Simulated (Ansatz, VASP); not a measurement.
# CsBe3Ag: VASP beside Ansatz

File INCAR:

```
SYSTEM = CsBe3Ag
PREC     = Accurate       ! precision mode
ENCUT    = 600            ! plane-wave cutoff, eV
EDIFF    = 1E-6           ! SCF threshold, eV
ISMEAR   = 0              ! smearing method
SIGMA    = 0.1            ! smearing width, eV
LREAL    = .False.        ! projectors in reciprocal space
LASPH    = .True.         ! aspherical terms in the spheres
NELM     = 60             ! most SCF steps
ALGO     = Normal         ! electronic algorithm
ISIF     = 3              ! what is computed and relaxed
LWAVE    = .False.        ! write WAVECAR
LCHARG   = .False.        ! write CHGCAR
GGA      = PE             ! functional
IBRION   = 2              ! ionic algorithm
NSW      = 90             ! ionic steps
EDIFFG   = -0.04          ! ionic threshold
```

The input KPOINTS:

```
Automatic mesh
0
Gamma
  4 4 4
  0 0 0
```

The input POSCAR:

```
CsBe3Ag
1.0
    4.0807238000      0.0000000000      0.0000000000
    0.0000000000      4.0807238000      0.0000000000
    0.0000000000      0.0000000000      5.4978145400
Cs Be Ag
1 3 1
Direct
    0.5000000000      0.5000000000      0.7217770800
    0.5000000000      0.0000000000      0.2377544000
    0.0000000000      0.5000000000      0.2377544000
    0.0000000000      0.0000000000      0.5922929600
    0.0000000000      0.0000000000      0.0108211200
```

Input for Ansatz:

```yaml
crystal:
  lattice:
    - [4.0807238, 0.0, 0.0]
    - [0.0, 4.0807238, 0.0]
    - [0.0, 0.0, 5.49781454]
  atoms:
    - { symbol: Cs, position: [0.5, 0.5, 0.72177708] }
    - { symbol: Be, position: [0.5, 0.0, 0.2377544] }
    - { symbol: Be, position: [0.0, 0.5, 0.2377544] }
    - { symbol: Be, position: [0.0, 0.0, 0.59229296] }
    - { symbol: Ag, position: [0.0, 0.0, 0.01082112] }
basis:
  ecutwfc: 420
kpoints:
  mp_grid: { grid: [4, 4, 4] }
hamiltonian:
  xc: pbe
scf:
  occupations: { method: gaussian, width: 0.1 }
  lower_state_search: "off"
output:
  forces: true
  stress: true
  eigenvalues: true
relax:
  adjacent_minimum: "off"
  f_tol: 0.04
  max_steps: 70
  cell: { stress_tol: 0.4 }
```

Change from the starting cell: species swapped into the CeSiPt3 type (P4mm, No. 99).

Alike in both runs: task relaxation of cell and atoms; functional PBE; k mesh 4 × 4 × 4; occupations gaussian, width 0.1 eV; no spin polarisation.

|  | VASP | Ansatz |
| --- | --- | --- |
| version | VASP 6.6.1 | Ansatz 0.2.0 |
| potentials or method | VASP PAW PBE potentials, release 64 (Cs_sv, Be, Ag), cutoff 600 eV | scalar-relativistic, plane waves, PAW |
| valence electrons in the cell | 26 | 34 |

```tsv
	VASP	Ansatz	Ansatz less VASP
gap on the k mesh at the Fermi level, each at its own relaxed structure (eV)	none	none	-
relaxed volume (Å³/atom)	23.01	22.42	-0.583
relaxed length of the cell vector where the two differ most in proportion (Å)	3.958	3.879	-0.0792
```

A gap of «none» marks a metal or a gap that the smearing closes. VASP's potentials hold 26 valence electrons a cell and Ansatz's 34, so a difference there can come from the potentials and not from the codes.

The k mesh is coarse, so the values compare programs but aren't converged. Spin-orbit coupling is off throughout. Noted on VASP's run: the volume moved by over 15 % at a fixed basis, so the end points are rough.
